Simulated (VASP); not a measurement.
Write the native input for VASP 6.6.1 that does the following.

| Quantity | Value |
| --- | --- |
| Task | single point |
| Functional | LDA |
| Potentials or basis | VASP PAW LDA potentials, release 64 (Te, Mo_sv) |
| Cutoff | 500 eV |
| k mesh | 12 × 12 × 2 |
| Occupations | gaussian, width 0.02 eV |
| Spin | no spin polarisation |
| Dipole correction | no |
| Further INCAR settings | ALGO = Normal; EDIFF = 1e-06; NBANDS = 20 |

The structure of Te2Mo lies in POSCAR:

```
Te2Mo
1.0
    3.4665480208      0.0000000000      0.0000000000
   -1.7332740104      3.0021186495      0.0000000000
    0.0000000000      0.0000000000     16.9942169875
Te Mo
2 1
Direct
    0.3333333333      0.6666666667      0.8943937242
    0.3333333333      0.6666666667      0.1056062758
    0.0000000000      0.0000000000      0.0000000000
```

These files were run (other wordings do the same):

INCAR

```
SYSTEM = Te2Mo
  PREC = Accurate
  ENCUT = 500
  EDIFF = 1E-6
  ISMEAR = 0
  SIGMA = 0.02
  LREAL = .False.
  LASPH = .True.
  NELM = 120
  ALGO = Normal
  ISIF = 2
  LWAVE = .False.
  LCHARG = .False.
  NBANDS = 20
  GGA_COMPAT = .False.
```

KPOINTS

```
Automatic mesh
0
Gamma
  12 12 2
  0 0 0
```

Potentials or basis: VASP PAW LDA potentials, release 64 (Te, Mo_sv).

Run with:

```bash
$ cat potpaw_LDA.64/Te/POTCAR potpaw_LDA.64/Mo_sv/POTCAR > POTCAR
$ mpirun -np 1 vasp_std > vasp.out
```

It gave:

The largest force is 0.061 eV/Å and the band gap on the k mesh is 1.24 eV.

Caveat: spin-orbit coupling is left out, which moves the levels of the heavy elements.

Run time: 4.7 min on 1 thread of Intel Xeon 8259CL, with other jobs on the host, peak memory 0.32 GiB.
